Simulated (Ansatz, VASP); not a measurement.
One calculation of TiO2, two programs

INCAR

```
SYSTEM = TiO2
PREC = Accurate
ENCUT = 520
EDIFF = 1E-6
ISMEAR = 0
SIGMA = 0.05
LREAL = .FALSE.
LASPH = .TRUE.
NELM = 150
ALGO = Normal
ISIF = 2
LWAVE = .FALSE.
LCHARG = .FALSE.
LMAXMIX = 4
LDAU = .TRUE.
LDAUTYPE = 2
LDAUL = 2 -1
LDAUU = 4 0
LDAUJ = 0 0
LDAUPRINT = 1
GGA = PE
NBANDS = 33
```

KPOINTS

```
regular mesh
0
G
  6 6 8
  0 0 0
```

The input POSCAR:

```
TiO2
1.0
    4.7689942829      0.0000000000      0.0000000000
    0.0000000000      4.7689942829      0.0000000000
    0.0000000000      0.0000000000      3.0712564114
Ti O
2 4
Direct
    0.0000000000      0.0000000000      0.0000000000
    0.5000000000      0.5000000000      0.5000000000
    0.3049600000      0.3049600000      0.0000000000
    0.1950400000      0.8049600000      0.5000000000
    0.6950400000      0.6950400000      0.0000000000
    0.8049600000      0.1950400000      0.5000000000
```

Input for Ansatz:

```yaml
crystal:
  lattice:
    - [4.7689942829, 0.0, 0.0]
    - [0.0, 4.7689942829, 0.0]
    - [0.0, 0.0, 3.0712564114]
  atoms:
    - { symbol: Ti, position: [0.0, 0.0, 0.0] }
    - { symbol: Ti, position: [0.5, 0.5, 0.5] }
    - { symbol: O, position: [0.30496, 0.30496, 0.0] }
    - { symbol: O, position: [0.19504, 0.80496, 0.5] }
    - { symbol: O, position: [0.69504, 0.69504, 0.0] }
    - { symbol: O, position: [0.80496, 0.19504, 0.5] }
basis:
  ecutwfc: 420
  fft_grid_basis: typed
kpoints:
  mp_grid: { grid: [6, 6, 8] }
hamiltonian:
  xc: pbe
  hubbard: { sites: [{ species: Ti, l: d, u_eff: 4.0 }] }
scf:
  occupations: { method: gaussian, width: 0.05 }
output:
  forces: true
  stress: true
  eigenvalues: true
  bader: true
  write_density: true
  volumetric_format: npy
  elf: true
```

Alike in both runs: task single point; functional PBE; k mesh 6 × 6 × 8; occupations gaussian, width 0.05 eV; no spin polarisation; Hubbard terms Ti d U = 4.0 eV.

|  | VASP | Ansatz |
| --- | --- | --- |
| version | VASP 6.6.1 | Ansatz 0.2.0 |
| potentials or method | VASP PAW PBE potentials, release 64 (Ti_sv, O), cutoff 520 eV | scalar-relativistic, plane waves, PAW |
| valence electrons in the cell | 48 | 48 |

VASP gave:

- gap on the k mesh at the Fermi level (eV): 2.07
- pressure (GPa): -11.4
- traceless stress, the component that is largest in VASP (GPa): -1.39
- rms of the force components (eV/Å): 0.128

**Question.** Which values does Ansatz return?

**Answer.** gap on the k mesh at the Fermi level (eV): 2.03; pressure (GPa): -14.4; traceless stress, the component that is largest in VASP (GPa): -1.54; rms of the force components (eV/Å): 0.189.

The programs project onto different local orbitals, so the same U acts differently, and such runs can settle in different states. Atom by atom the forces differ by 0.060 eV/Å (rms over components).
